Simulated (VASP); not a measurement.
# TaN (P6/mmm) in VASP: notebook, part 3 of 3

VASP 6.6.1. The steps go on from the part before.

### Step 6. Relaxation of shape and atoms at fixed volume, PBEsol (12.03 Å³/atom)

This run uses another cell than the first one, of 12.03 Å³/atom.

File INCAR:

```
ALGO = Normal
EDIFF = 1E-7
EDIFFG = -0.01
ENCUT = 600
GGA = PS
GGA_COMPAT = F
IBRION = 2
ISIF = 4
ISMEAR = 0
LASPH = T
LCHARG = F
LREAL = F
LWAVE = F
NELM = 120
NELMIN = 4
NSW = 50
PREC = Accurate
SIGMA = 0.1
```

File KPOINTS:

```
k-points
0
Gamma
  12 12 12
```

File POSCAR:

```
TaN
1.0
    5.3207803936      0.0000000000      0.0000000000
   -2.6603901968      4.6079309888      0.0000000000
    0.0000000000      0.0000000000      2.9450678873
Ta N
3 3
Direct
    0.0000000000      0.0000000000      0.0000000000
    0.3333333333      0.6666666667      0.5000000000
    0.6666666667      0.3333333333      0.5000000000
    0.5000000000      0.0000000000      0.0000000000
    0.5000000000      0.5000000000      0.0000000000
    0.0000000000      0.5000000000      0.0000000000
```

Potentials or basis: VASP PAW PBE potentials, release 64 (Ta_pv, N).

The run is started by

```sh
cat potpaw_PBE.64/Ta_pv/POTCAR potpaw_PBE.64/N/POTCAR > POTCAR
mpirun -np 1 vasp_std > vasp.out
```

OUTCAR:

```text
EDIFF = 1E-7
   EDIFFG = -0.01
   ENCUT = 600
   GGA = PS
   IBRION = 2
   ISIF = 4
   ISMEAR = 0
   LASPH = T
   LREAL = F
   NELM = 120
   NELMIN = 4
   NSW = 50
   PREC = Accurate

 ion  position               nearest neighbor table
   1  0.000  0.000  0.000-   5 2.66   6 2.66   6 2.66   5 2.66   4 2.66   4 2.66   3 3.41   3 3.41
                             2 3.41   2 3.41   2 3.41   3 3.41   2 3.41   3 3.41   2 3.41   3 3.41
   2  0.333  0.667  0.500-   4 2.13   4 2.13   6 2.13   6 2.13   5 2.13   5 2.13   3 3.07   3 3.07
                             3 3.07   1 3.41   1 3.41   1 3.41   1 3.41   1 3.41   1 3.41
   3  0.667  0.333  0.500-   4 2.13   4 2.13   6 2.13   6 2.13   5 2.13   5 2.13   2 3.07   2 3.07
                             2 3.07   1 3.41   1 3.41   1 3.41   1 3.41   1 3.41   1 3.41
   4  0.500  0.000  0.000-   2 2.13   3 2.13   2 2.13   3 2.13   1 2.66   1 2.66
   5  0.500  0.500  0.000-   2 2.13   3 2.13   2 2.13   3 2.13   1 2.66   1 2.66
   6  0.000  0.500  0.000-   2 2.13   3 2.13   2 2.13   3 2.13   1 2.66   1 2.66

  LATTYP: Found a hexagonal cell.
 ALAT       =     5.3207803936
 C/A-ratio  =     0.5535029957

[... 283 lines left out ...]
 cond. band min:       7.4327962505   @ k =   0.0833   0.0833   0.2500
 fundamental gap:      0.0182350867
 Fermi energy:         7.4154061371

 k-point     1 :       0.0000    0.0000    0.0000
  band No.  band energies     occupation
      1     -28.7737      2.00000
      2     -28.7737      2.00000
      3     -28.4563      2.00000
      4     -28.4563      2.00000
      5     -28.2319      2.00000
      6     -28.1340      2.00000
[... 733 lines left out ...]
     27       9.1194      0.00000
     28       9.2003      0.00000

 [... further k-points ...]

------------------------ aborting loop because EDIFF is reached ----------------------------------------

  FORCE on cell =-STRESS in cart. coord.  units (eV):
  Direction    XX          YY          ZZ          XY          YZ          ZX
  --------------------------------------------------------------------------------------
  -------------------------------------------------------------------------------------
  Total       -6.6876551     -6.6876551     -6.6860466      0.0000000      0.0000000      0.0000000
  in kB     -148.3910949   -148.3910949   -148.3554039      0.0000000      0.0000000      0.0000000
  external PRESSURE =    -148.3791979 kB  Pullay stress =       0.0000000 kB
[... 21 lines left out ...]
  FREE ENERGIE OF THE ION-ELECTRON SYSTEM (eV)
  ---------------------------------------------------
  free  energy   TOTEN  =       -68.5303897745 eV

  energy  without entropy=      -68.5271295464  energy(sigma->0) =      -68.52875966

 reached required accuracy - stopping structural energy minimisation
```

CONTCAR:

```text
TaN
   1.00000000000000
     5.3338638522599870    0.0000000000000000    0.0000000000000000
    -2.6669319261299935    4.6192615963699657   -0.0000000000000000
    -0.0000000000000000    0.0000000000000000    2.9306376664455205
  Ta              N
     3     3
Direct
     0.0000000000000000    0.0000000000000000    1.0000000000000000
     0.3333333332999970    0.6666666667000030    0.5000000000000000
     0.6666666667000030    0.3333333332999970    0.5000000000000000
     0.5000000000000000    0.0000000000000000    1.0000000000000000
     0.5000000000000000    0.5000000000000000    1.0000000000000000
     0.0000000000000000    0.5000000000000000    1.0000000000000000

  0.00000000E+00  0.00000000E+00  0.00000000E+00
  0.00000000E+00  0.00000000E+00  0.00000000E+00
  0.00000000E+00  0.00000000E+00  0.00000000E+00
  0.00000000E+00  0.00000000E+00  0.00000000E+00
  0.00000000E+00  0.00000000E+00  0.00000000E+00
  0.00000000E+00  0.00000000E+00  0.00000000E+00
```

Wall time 8.5 min (1 thread of Intel Xeon Platinum 8124M at 3.00GHz (Skylake/Cascade Lake), shared host); peak memory 0.43 GiB.

Results:

```
Free energy               : -68.5304 eV
Energy gained by relaxing : 0.6 meV/atom
Ionic steps               : 3
Pressure after relaxing   : -14.8 GPa
Band gap on the k mesh    : zero (bands 24 and 25 overlap by 2.04 eV)
```

The path:
```
step  energy change (eV)  largest force (eV/Å)  pressure (GPa)  volume (Å³)
   1              0.0000                0.0000          -15.38        72.21
   2             -0.0025                0.0000          -14.55        72.21
   3             -0.0034                0.0000          -14.84        72.21
```

Final structure:
```yaml
crystal:
  lattice:
    - [5.33386, 0.00000, 0.00000]
    - [-2.66693, 4.61926, 0.00000]
    - [0.00000, 0.00000, 2.93064]
  atoms:
    - { symbol: Ta, position: [0.00000, 0.00000, 0.00000] }
    - { symbol: Ta, position: [0.33333, 0.66667, 0.50000] }
    - { symbol: Ta, position: [0.66667, 0.33333, 0.50000] }
    - { symbol: N, position: [0.50000, 0.00000, 0.00000] }
    - { symbol: N, position: [0.50000, 0.50000, 0.00000] }
    - { symbol: N, position: [0.00000, 0.50000, 0.00000] }
```

Levels at points of the mesh, in eV from the Fermi level:
| k point | band 20 | band 21 | band 22 | band 23 | band 24 | band 25 | band 26 | band 27 | band 28 |
| --- | --- | --- | --- | --- | --- | --- | --- | --- | --- |
| (0.00, 0.00, 0.00) | -3.05 | -3.01 | -2.42 | -2.14 | -1.23 | -1.23 | 0.83 | 0.87 | 0.87 |
| (0.50, 0.00, 0.00) | -4.32 | -3.27 | -2.97 | -1.71 | -0.81 | 1.11 | 1.68 | 1.70 | 2.19 |
| (0.00, 0.00, 0.50) | -3.46 | -3.06 | -3.06 | -1.85 | 0.75 | 0.75 | 1.42 | 1.58 | 2.19 |
| (0.50, 0.00, 0.50) | -4.28 | -3.24 | -2.90 | -2.00 | -1.20 | 0.93 | 1.18 | 2.84 | 3.04 |

Caveat: the PAW data sets were made with another functional, which shifts forces and pressure a little; spin-orbit coupling is left out, which moves the levels of the heavy elements.

### Step 7. Overview

| task | cell | gap on the mesh (eV) | pressure (GPa) |
| --- | --- | --- | --- |
| single point | a = 5.069, b = 5.069, c = 2.878 Å, angles 90.0, 90.0, 120.0°, 6 atoms | none | 22.2 |
| single point | a = 5.138, b = 5.138, c = 2.891 Å, angles 90.0, 90.0, 120.0°, 6 atoms | none | 10.7 |
| single point | a = 5.205, b = 5.205, c = 2.904 Å, angles 90.0, 90.0, 120.0°, 6 atoms | none | 0.9 |
| single point | a = 5.270, b = 5.270, c = 2.917 Å, angles 90.0, 90.0, 120.0°, 6 atoms | none | -7.6 |
| relaxation of shape and atoms at fixed volume | relaxed from a = 5.321, b = 5.321, c = 2.945 Å, angles 90.0, 90.0, 120.0°, 6 atoms | none | -14.8 |

Alike in all rows: level PBEsol; potentials or basis VASP PAW PBE potentials, release 64 (Ta_pv, N); no spin polarisation; k mesh 12 × 12 × 12; cutoff (eV) 600; smearing gaussian 0.1 eV.

Caveats: the PAW data sets were made with another functional, which shifts forces and pressure a little; spin-orbit coupling is left out, which moves the levels of the heavy elements; the cell stands under pressure (at least some runs); the cell stands under tension (at least some runs).

Total energies depend on the potentials used, so only differences within one code and one set of settings carry meaning.
